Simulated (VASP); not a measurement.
# ZrTi3N4 (Pm-3m) in VASP: a series of runs, part 2 of 2

VASP 6.6.1.

**4. Single point, PBE (11.37 Å³/atom)**

This run uses another cell than the first one, of 11.37 Å³/atom.

Input file INCAR:

```
ALGO = Normal
EDIFF = 1E-6
ENCUT = 520
GGA = PE
ISIF = 2
ISMEAR = 0
LASPH = True
LCHARG = False
LREAL = False
LWAVE = False
NBANDS = 44
NELM = 100
PREC = Accurate
SIGMA = 0.1
```

Input file KPOINTS:

```
k-points
0
Gamma
  10 10 10
```

Input file POSCAR:

```
ZrTi3N4
1.0
    4.4969003955      0.0000000000      0.0000000000
    0.0000000000      4.4969003955      0.0000000000
    0.0000000000      0.0000000000      4.4969003955
Zr Ti N
1 3 4
Direct
    0.0000000000      0.0000000000      0.0000000000
    0.5000000000      0.5000000000      0.0000000000
    0.0000000000      0.5000000000      0.5000000000
    0.5000000000      0.0000000000      0.5000000000
    0.0000000000      0.0000000000      0.5000000000
    0.5000000000      0.0000000000      0.0000000000
    0.0000000000      0.5000000000      0.0000000000
    0.5000000000      0.5000000000      0.5000000000
```

Potentials or basis: VASP PAW PBE potentials, release 64 (Zr_sv, Ti_sv, N).

Started as:

```console
$ cat potpaw_PBE.64/Zr_sv/POTCAR potpaw_PBE.64/Ti_sv/POTCAR potpaw_PBE.64/N/POTCAR > POTCAR
$ mpirun -np 1 vasp_std > vasp.out
```

OUTCAR:

```text
EDIFF = 1E-6
   ENCUT = 520
   GGA = PE
   ISIF = 2
   ISMEAR = 0
   LASPH = True
   LREAL = False
   NELM = 100
   PREC = Accurate

 ion  position               nearest neighbor table
   1  0.000  0.000  0.000-   5 2.25   6 2.25   7 2.25   5 2.25   7 2.25   6 2.25   3 3.18   4 3.18
                             2 3.18   2 3.18   3 3.18   3 3.18   3 3.18   2 3.18   4 3.18   4 3.18
   2  0.500  0.500  0.000-   6 2.25   7 2.25   8 2.25   8 2.25   6 2.25   7 2.25   1 3.18   1 3.18
                             1 3.18   1 3.18
   3  0.000  0.500  0.500-   5 2.25   7 2.25   8 2.25   7 2.25   5 2.25   8 2.25   1 3.18   1 3.18
[... 1347 lines left out ...]
  Total      -11.4568636    -11.4568636    -11.4568636      0.0000000     -0.0000000      0.0000000
  in kB     -201.8536094   -201.8536094   -201.8536094      0.0000000     -0.0000000      0.0000000
  external PRESSURE =    -201.8536094 kB  Pullay stress =       0.0000000 kB

 VOLUME and BASIS-vectors are now :
 -----------------------------------------------------------------------------
  energy-cutoff  :      520.00
  volume of cell :       90.94
      direct lattice vectors                 reciprocal lattice vectors
     4.496900395  0.000000000  0.000000000     0.222375395  0.000000000  0.000000000
     0.000000000  4.496900395  0.000000000     0.000000000  0.222375395  0.000000000
     0.000000000  0.000000000  4.496900395     0.000000000  0.000000000  0.222375395

 POSITION                                       TOTAL-FORCE (eV/Angst)
 -----------------------------------------------------------------------------------
      0.00000      0.00000      0.00000         0.000000      0.000000      0.000000
      2.24845      2.24845      0.00000         0.000000      0.000000      0.000000
      0.00000      2.24845      2.24845         0.000000      0.000000      0.000000
      2.24845      0.00000      2.24845         0.000000      0.000000      0.000000
      0.00000      0.00000      2.24845         0.000000      0.000000      0.000000
      2.24845      0.00000      0.00000         0.000000      0.000000      0.000000
      0.00000      2.24845      0.00000         0.000000      0.000000      0.000000
      2.24845      2.24845      2.24845         0.000000      0.000000      0.000000
 -----------------------------------------------------------------------------------
    total drift:                                0.000000      0.000000      0.000000

  FREE ENERGIE OF THE ION-ELECTRON SYSTEM (eV)
  ---------------------------------------------------
  free  energy   TOTEN  =       -78.2360015392 eV

  energy  without entropy=      -78.2159195845  energy(sigma->0) =      -78.22596056
```

OSZICAR:

```text
N       E                     dE             d eps       ncg     rms          rms(c)
DAV:   1     0.958641969622E+03    0.95864E+03   -0.33808E+04  4928   0.184E+03
DAV:   2     0.650172108369E+02   -0.89362E+03   -0.86147E+03  4972   0.564E+02
DAV:   3    -0.860141884993E+02   -0.15103E+03   -0.14675E+03  7176   0.202E+02
DAV:   4    -0.975766085566E+02   -0.11562E+02   -0.11480E+02  7208   0.563E+01
DAV:   5    -0.982178244956E+02   -0.64122E+00   -0.64031E+00  8080   0.118E+01    0.362E+01
DAV:   6    -0.803739111451E+02    0.17844E+02   -0.16698E+02  7032   0.686E+01    0.176E+01
DAV:   7    -0.786319897056E+02    0.17419E+01   -0.42056E+01  6852   0.348E+01    0.974E+00
DAV:   8    -0.782512251391E+02    0.38076E+00   -0.33440E+00  6580   0.102E+01    0.480E+00
DAV:   9    -0.782608177553E+02   -0.95926E-02   -0.72780E-01  7580   0.437E+00    0.179E+00
DAV:  10    -0.782401299573E+02    0.20688E-01   -0.39309E-01  6832   0.383E+00    0.670E-01
DAV:  11    -0.782368001007E+02    0.33299E-02   -0.23051E-02  6700   0.876E-01    0.257E-01
DAV:  12    -0.782359958420E+02    0.80426E-03   -0.58610E-03  6984   0.386E-01    0.901E-02
DAV:  13    -0.782360179101E+02   -0.22068E-04   -0.90259E-04  7432   0.153E-01    0.329E-02
DAV:  14    -0.782360040644E+02    0.13846E-04   -0.86697E-05  7064   0.475E-02    0.163E-02
DAV:  15    -0.782360039093E+02    0.15518E-06   -0.21415E-05  5664   0.186E-02    0.107E-02
DAV:  16    -0.782360016883E+02    0.22210E-05   -0.37827E-06  4796   0.111E-02    0.499E-03
DAV:  17    -0.782360015392E+02    0.14913E-06   -0.38471E-06  4672   0.909E-03
   1 F= -.78236002E+02 E0= -.78225961E+02  d E =-.200820E-01
```

stdout:

```text
POSCAR found type information on POSCAR ZrTiN
 POSCAR found :  3 types and       8 ions
 scaLAPACK will be used
 LDA part: xc-table for (Slater+PW92), standard interpolation
 POSCAR, INCAR and KPOINTS ok, starting setup
 FFT: planning ... GRIDC
 FFT: planning ... GRID_SOFT
 FFT: planning ... GRID
 WAVECAR not read
 entering main loop
```

Wall time 2.3 min (1 thread of Intel Xeon 6975P-C (Granite Rapids), shared host); peak memory 0.32 GiB.

What came out:

```
Free energy            : -78.2360 eV
Pressure               : -20.2 GPa
Band gap on the k mesh : zero (bands 34 and 35 overlap by 3.34 eV)
```

Caveat: the cell stands under tension.

**5. Overview**

```csv
spin,cell,k mesh,gap on the mesh (eV),pressure (GPa)
collinear,"a = 4.356 Å, 8 atoms",4 × 4 × 4,none,0.3
off,"a = 4.442 Å, 8 atoms",10 × 10 × 10,none,-13.2
off,"a = 4.497 Å, 8 atoms",10 × 10 × 10,none,-20.2
```

Alike in all rows: task single point; level PBE; potentials or basis VASP PAW PBE potentials, release 64 (Zr_sv, Ti_sv, N); cutoff (eV) 520; smearing gaussian 0.1 eV.

Caveats: some runs use coarse meshes; the cell stands under tension (at least some runs).

Total energies depend on the potentials used, so only differences within one code and one set of settings carry meaning.
